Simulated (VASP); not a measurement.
# CdTe (F-43m) in VASP: a series of runs

The runs below take CdTe through single point, with PBEsol.

Program: VASP 6.6.1. These are calculated values, not measurements. Logs are shortened: lines on timing, memory, paths and dates and some standing lists are left out, and cuts for length are marked.

## 1. The cell of the first run

Symmetry: F-43m, No. 216, cubic system. The conventional cell has a = 6.367 Å, b = 6.367 Å, c = 6.367 Å, α = 90.00°, β = 90.00°, γ = 90.00°. Te (site symmetry -43m) has 4 Cd at 2.76 Å within 3.6 Å. Cd (site symmetry -43m) has 4 Te at 2.76 Å within 3.6 Å.

## 2. Single point, PBEsol, non-collinear spin, zero start, spin-orbit coupling

INCAR

```
PREC     = Accurate       # precision mode
ENCUT    = 520            # plane-wave cutoff, eV
EDIFF    = 1E-7           # SCF threshold, eV
ISMEAR   = -1             # smearing method
SIGMA    = 0.05           # smearing width, eV
LREAL    = False          # projectors in reciprocal space
LASPH    = True           # aspherical terms in the spheres
NELM     = 150            # most SCF steps
ALGO     = Normal         # electronic algorithm
ISIF     = 2              # what is computed and relaxed
LWAVE    = False          # write WAVECAR
LCHARG   = False          # write CHGCAR
LNONCOLLINEAR= True           # non-collinear magnetism
MAGMOM   = 0 0 0 0 0 0    # initial moments
LORBIT   = 11             # projections on sites
LSORBIT  = True           # spin-orbit coupling
GGA_COMPAT= False        
LORBMOM  = True         
GGA      = PS             # functional
NBANDS   = 30             # bands
```

KPOINTS

```
regular mesh
0
Gamma
  7 7 7
```

POSCAR

```
CdTe
1.0
    0.0000000000      3.1834892848      3.1834892848
    3.1834892848      0.0000000000      3.1834892848
    3.1834892848      3.1834892848      0.0000000000
Te Cd
1 1
Direct
    0.7500000000      0.7500000000      0.7500000000
    0.0000000000      0.0000000000      0.0000000000
```

Potentials or basis: VASP PAW PBE potentials, release 64 (Te, Cd).

Started as:

```
cat potpaw_PBE.64/Te/POTCAR potpaw_PBE.64/Cd/POTCAR > POTCAR
mpirun -np 1 vasp_ncl > vasp.out
```

OUTCAR:

```text
PREC = Accurate
   ENCUT = 520
   EDIFF = 1E-7
   ISMEAR = -1
   LREAL = False
   LASPH = True
   NELM = 150
   ISIF = 2
   LNONCOLLINEAR = True
   LORBIT = 11
   LSORBIT = True
   GGA = PS

 ion  position               nearest neighbor table
   1  0.750  0.750  0.750-   2 2.76   2 2.76   2 2.76   2 2.76
   2  0.000  0.000  0.000-   1 2.76   1 2.76   1 2.76   1 2.76

  LATTYP: Found a face centered cubic cell.
 ALAT       =     6.3669785696

  Lattice vectors:

 A1 = (   0.0000000000,   3.1834892848,   3.1834892848)
 A2 = (   3.1834892848,   0.0000000000,   3.1834892848)
 A3 = (   3.1834892848,   3.1834892848,   0.0000000000)

Analysis of symmetry for initial positions (statically):
=====================================================================
 Subroutine PRICEL returns:
 Original cell was already a primitive cell.

 Routine SETGRP: Setting up the symmetry group for a
 face centered cubic supercell.

 Subroutine GETGRP returns: Found 24 space group operations
 (whereof 24 operations were pure point group operations)
 out of a pool of 48 trial point group operations.

The static configuration has the point symmetry T_d .

Analysis of symmetry for dynamics (positions and initial velocities):
=====================================================================
 Subroutine PRICEL returns:
 Original cell was already a primitive cell.

 Routine SETGRP: Setting up the symmetry group for a
 face centered cubic supercell.

 Subroutine GETGRP returns: Found 24 space group operations
 (whereof 24 operations were pure point group operations)
 out of a pool of 48 trial point group operations.

The dynamic configuration has the point symmetry T_d .

Analysis of structural, dynamic, and magnetic symmetry:
=====================================================================
 Subroutine PRICEL returns:
 Original cell was already a primitive cell.

 Routine SETGRP: Setting up the symmetry group for a
 face centered cubic supercell.

 Subroutine GETGRP returns: Found 24 space group operations
 (whereof 24 operations were pure point group operations)
 out of a pool of 48 trial point group operations.

The overall configuration has the point symmetry T_d .

 Subroutine INISYM returns: Found 24 space group operations
 (whereof 24 operations are pure point group operations),
 and found     1 'primitive' translations

----------------------------------------------------------------------------------------

                                     Primitive cell

  volume of cell :      64.5268

  direct lattice vectors                    reciprocal lattice vectors
     0.000000000  3.183489285  3.183489285    -0.157060368  0.157060368  0.157060368
     3.183489285  0.000000000  3.183489285     0.157060368 -0.157060368  0.157060368
     3.183489285  3.183489285  0.000000000     0.157060368  0.157060368 -0.157060368

  length of vectors
     4.502133722  4.502133722  4.502133722     0.272036538  0.272036538  0.272036538

  position of ions in fractional coordinates (direct lattice)
     0.750000000  0.750000000  0.750000000
     0.000000000  0.000000000  0.000000000

  ion indices of the primitive-cell ions
   primitive index   ion index
                 1           1
                 2           2

----------------------------------------------------------------------------------------

 KPOINTS: regular mesh

Automatic generation of k-mesh.
 Grid dimensions read from file:
 generate k-points for:    7    7    7

 Generating k-lattice:

  Cartesian coordinates                     Fractional coordinates (reciprocal lattice)
    -0.022437195  0.022437195  0.022437195     0.142857143  0.000000000  0.000000000
     0.022437195 -0.022437195  0.022437195     0.000000000  0.142857143  0.000000000
[... 98 lines left out ...]

 number of electron      18.0000001 magnetization       0.0000000     -0.0000000      0.0000000

 Free energy of the ion-electron system (eV)
  ---------------------------------------------------
  ext. energy  EPLUGINS =         0.00000000
  ---------------------------------------------------
  free energy    TOTEN  =        -5.57951350 eV

  energy without entropy =       -5.57949028  energy(sigma->0) =       -5.57950189

 E-fermi :   3.2824     XC(G=0):  -9.0192

 val. band max:        2.9890906418   @ k =   0.0000   0.0000   0.0000
 cond. band min:       3.5377525330   @ k =   0.0000   0.0000   0.0000
 fundamental gap:      0.5486618912
 Fermi energy:         3.2824188903

 k-point     1 :       0.0000    0.0000    0.0000
  band No.  band energies     occupation
      1      -8.8144      1.00000
      2      -8.8144      1.00000
      3      -6.0432      1.00000
      4      -6.0432      1.00000
      5      -6.0432      1.00000
      6      -6.0432      1.00000
[... 781 lines left out ...]
     29      13.4809      0.00000
     30      13.4809      0.00000

 [... further k-points ...]

------------------------ aborting loop because EDIFF is reached ----------------------------------------

  FORCE on cell =-STRESS in cart. coord.  units (eV):
  Direction    XX          YY          ZZ          XY          YZ          ZX
  --------------------------------------------------------------------------------------
  -------------------------------------------------------------------------------------
  Total        1.1867461      1.1867461      1.1867461      0.0000000      0.0000000      0.0000000
  in kB       29.4664784     29.4664784     29.4664784      0.0000000      0.0000000      0.0000000
  external PRESSURE =      29.4664784 kB  Pullay stress =       0.0000000 kB

 VOLUME and BASIS-vectors are now :
 -----------------------------------------------------------------------------
  energy-cutoff  :      520.00
  volume of cell :       64.53
      direct lattice vectors                 reciprocal lattice vectors
     0.000000000  3.183489285  3.183489285    -0.157060368  0.157060368  0.157060368
     3.183489285  0.000000000  3.183489285     0.157060368 -0.157060368  0.157060368
     3.183489285  3.183489285  0.000000000     0.157060368  0.157060368 -0.157060368

 POSITION                                       TOTAL-FORCE (eV/Angst)
 -----------------------------------------------------------------------------------
      4.77523      4.77523      4.77523         0.000000      0.000000      0.000000
      0.00000      0.00000      0.00000        -0.000000     -0.000000     -0.000000
 -----------------------------------------------------------------------------------
    total drift:                               -0.000000     -0.000000     -0.000000

  FREE ENERGIE OF THE ION-ELECTRON SYSTEM (eV)
  ---------------------------------------------------
  free  energy   TOTEN  =        -5.5795135006 eV

  energy  without entropy=       -5.5794902782  energy(sigma->0) =       -5.57950189

 orbital moment (x)

 # of ion     p       d       tot
 ----------------------------------------
  1         0.000   0.000   0.000
  2         0.000   0.000   0.000
 ----------------------------------------
            0.000   0.000   0.000

 orbital moment (y)

 # of ion     p       d       tot
 ----------------------------------------
  1        -0.000   0.000  -0.000
  2         0.000  -0.000  -0.000
 ----------------------------------------
           -0.000  -0.000  -0.000

 orbital moment (z)

 # of ion     p       d       tot
 ----------------------------------------
  1         0.000  -0.000  -0.000
  2         0.000  -0.000  -0.000
 ----------------------------------------
            0.000  -0.000  -0.000

 Spin-Orbit-Coupling matrix elements

 Ion:    1  E_soc:     -0.1925538
 l=   1
     0.0000000    -0.0320062    -0.0320062
    -0.0320062     0.0000000    -0.0320062
    -0.0320062    -0.0320062     0.0000000
 l=   2
     0.0000000    -0.0000332     0.0000000    -0.0000332    -0.0000529
    -0.0000332     0.0000000    -0.0000397    -0.0000332    -0.0000132
     0.0000000    -0.0000397     0.0000000    -0.0000397     0.0000000
    -0.0000332    -0.0000332    -0.0000397     0.0000000    -0.0000132
    -0.0000529    -0.0000132     0.0000000    -0.0000132     0.0000000
 l=   3
     0.0000000     0.0000000     0.0000000     0.0000000     0.0000000     0.0000000     0.0000000
     0.0000000     0.0000000     0.0000000     0.0000000     0.0000000     0.0000000     0.0000000
     0.0000000     0.0000000     0.0000000     0.0000000     0.0000000     0.0000000     0.0000000
     0.0000000     0.0000000     0.0000000     0.0000000     0.0000000     0.0000000     0.0000000
     0.0000000     0.0000000     0.0000000     0.0000000     0.0000000     0.0000000     0.0000000
     0.0000000     0.0000000     0.0000000     0.0000000     0.0000000     0.0000000     0.0000000
     0.0000000     0.0000000     0.0000000     0.0000000     0.0000000     0.0000000     0.0000000

 Ion:    2  E_soc:     -0.0629633
 l=   1
     0.0000000    -0.0034522    -0.0034522
    -0.0034522     0.0000000    -0.0034522
    -0.0034522    -0.0034522     0.0000000
 l=   2
     0.0000000    -0.0014176     0.0000000    -0.0014176    -0.0056241
    -0.0014176     0.0000000    -0.0042181    -0.0014176    -0.0014060
     0.0000000    -0.0042181     0.0000000    -0.0042181     0.0000000
    -0.0014176    -0.0014176    -0.0042181     0.0000000    -0.0014060
    -0.0056241    -0.0014060     0.0000000    -0.0014060     0.0000000
 l=   3
     0.0000000     0.0000000     0.0000000     0.0000000     0.0000000     0.0000000     0.0000000
     0.0000000     0.0000000     0.0000000     0.0000000     0.0000000     0.0000000     0.0000000
     0.0000000     0.0000000     0.0000000     0.0000000     0.0000000     0.0000000     0.0000000
     0.0000000     0.0000000     0.0000000     0.0000000     0.0000000     0.0000000     0.0000000
     0.0000000     0.0000000     0.0000000     0.0000000     0.0000000     0.0000000     0.0000000
     0.0000000     0.0000000     0.0000000     0.0000000     0.0000000     0.0000000     0.0000000
     0.0000000     0.0000000     0.0000000     0.0000000     0.0000000     0.0000000     0.0000000

 total charge

# of ion       s       p       d       tot
------------------------------------------
    1        1.350   2.073   0.026   3.449
    2        0.484   0.353   9.526  10.362
--------------------------------------------------
tot          1.834   2.426   9.551  13.811

 magnetization (x)

# of ion       s       p       d       tot
------------------------------------------
    1       -0.000   0.000  -0.000  -0.000
    2       -0.000   0.000   0.000  -0.000
--------------------------------------------------
tot         -0.000   0.000   0.000  -0.000

 magnetization (y)

# of ion       s       p       d       tot
------------------------------------------
    1        0.000   0.000  -0.000   0.000
    2        0.000   0.000   0.000   0.000
--------------------------------------------------
tot          0.000   0.000   0.000   0.000

 magnetization (z)

# of ion       s       p       d       tot
------------------------------------------
    1       -0.000   0.000  -0.000  -0.000
    2       -0.000  -0.000  -0.000  -0.000
--------------------------------------------------
tot         -0.000  -0.000  -0.000  -0.000
```

Run time: 3.3 min. Hardware: 1 thread of AMD EPYC 7R43 (Zen 3), shared host; peak memory 0.38 GiB.

Results:

| Property | Result |
| --- | --- |
| Free energy | -5.5795 eV |
| Pressure | 2.9 GPa |
| Net moment | 0.00 μB per cell |
| Valence electrons inside the program's atomic spheres | Te 3.45; Cd 10.36 |

Moments on the atoms (μB; x, y, z):
```
Te  0.00 0.00 0.00
Cd  0.00 0.00 0.00
```

Caveat: the PAW data sets were made with another functional, which shifts forces and pressure a little.

## 3. Single point, PBEsol, non-collinear spin, zero start, spin-orbit coupling

This run uses another cell than the first one, of 33.58 Å³/atom.

INCAR: that of step 2 with these lines changed.

```diff
@@ -2,3 +2,3 @@
 ENCUT    = 520            # plane-wave cutoff, eV
-EDIFF    = 1E-7           # SCF threshold, eV
+EDIFF    = 1E-6           # SCF threshold, eV
 ISMEAR   = -1             # smearing method
```

KPOINTS is that of step 2.

POSCAR

```
CdTe
1.0
    0.0000000000      3.2262257841      3.2262257841
    3.2262257841      0.0000000000      3.2262257841
    3.2262257841      3.2262257841      0.0000000000
Te Cd
1 1
Direct
    0.7500000000      0.7500000000      0.7500000000
    0.0000000000      0.0000000000      0.0000000000
```

Potentials or basis: VASP PAW PBE potentials, release 64 (Te, Cd).

Started as:

```
cat potpaw_PBE.64/Te/POTCAR potpaw_PBE.64/Cd/POTCAR > POTCAR
mpirun -np 1 vasp_ncl > vasp.out
```

It took 3.1 min on 1 thread of AMD EPYC 7R43 (Zen 3), shared host; peak memory 0.39 GiB.

Results (log left out):

| Quantity | Value |
| --- | --- |
| Free energy | -5.6110 eV |
| Pressure | 0.9 GPa |
| Net moment | 0.00 μB per cell |
| Valence electrons inside the program's atomic spheres | Te 3.43; Cd 10.33 |

Moments on the atoms (μB; x, y, z):
```
Te  0.00 0.00 0.00
Cd  0.00 0.00 0.00
```

Caveat: the PAW data sets were made with another functional, which shifts forces and pressure a little.

## 4. Single point, PBEsol, non-collinear spin, zero start, spin-orbit coupling

This run uses another cell than the first one, of 34.24 Å³/atom.

INCAR

```
SYSTEM = CdTe
PREC = Accurate ; ENCUT = 520
EDIFF = 1E-6 ; ISMEAR = -1
SIGMA = 0.05 ; LREAL = .FALSE.
LASPH = .TRUE. ; NELM = 150
ALGO = Normal ; ISIF = 2
LWAVE = .FALSE. ; LCHARG = .TRUE.
LNONCOLLINEAR = .TRUE. ; MAGMOM = 0 0 0 0 0 0
LORBIT = 11 ; LSORBIT = .TRUE.
GGA_COMPAT = .FALSE. ; LORBMOM = .TRUE.
GGA = PS ; LVHAR = .TRUE.
NBANDS = 30
```

KPOINTS

```
Automatic mesh
0
G
  7 7 7
  0 0 0
```

POSCAR

```
CdTe
1.0
    0.0000000000      3.2471758892      3.2471758892
    3.2471758892      0.0000000000      3.2471758892
    3.2471758892      3.2471758892      0.0000000000
Te Cd
1 1
Direct
    0.7500000000      0.7500000000      0.7500000000
    0.0000000000      0.0000000000      0.0000000000
```

Started as:

```
cat potpaw_PBE.64/Te/POTCAR potpaw_PBE.64/Cd/POTCAR > POTCAR
mpirun -np 1 vasp_ncl > vasp.out
```

Wall time 2.9 min (1 thread of AMD EPYC 7R43 (Zen 3), shared host); peak memory 0.38 GiB.

It converged, with:

| Property | Result |
| --- | --- |
| Free energy | -5.6153 eV |
| Pressure | 0.1 GPa |
| Net moment | 0.00 μB per cell |
| Valence electrons inside the program's atomic spheres | Te 3.42; Cd 10.32 |

Moments on the atoms (μB; x, y, z):
```
Te  0.00 0.00 0.00
Cd  0.00 0.00 0.00
```

Caveat: the PAW data sets were made with another functional, which shifts forces and pressure a little.

## 5. The runs side by side

| cell | pressure (GPa) | moment (μB) |
| --- | --- | --- |
| a = 4.502 Å, angles 60.0°, 2 atoms | 2.9 | 0.00 |
| a = 4.563 Å, angles 60.0°, 2 atoms | 0.9 | 0.00 |
| a = 4.592 Å, angles 60.0°, 2 atoms | 0.1 | 0.00 |

Alike in all rows: task single point; level PBEsol; potentials or basis VASP PAW PBE potentials, release 64 (Te, Cd); spin non-collinear, zero start, SOC; k mesh 7 × 7 × 7; cutoff (eV) 520; smearing fermi-dirac 0.05 eV.

Caveats: the PAW data sets were made with another functional, which shifts forces and pressure a little.

Absolute energies hang on the potentials; compare differences alone.
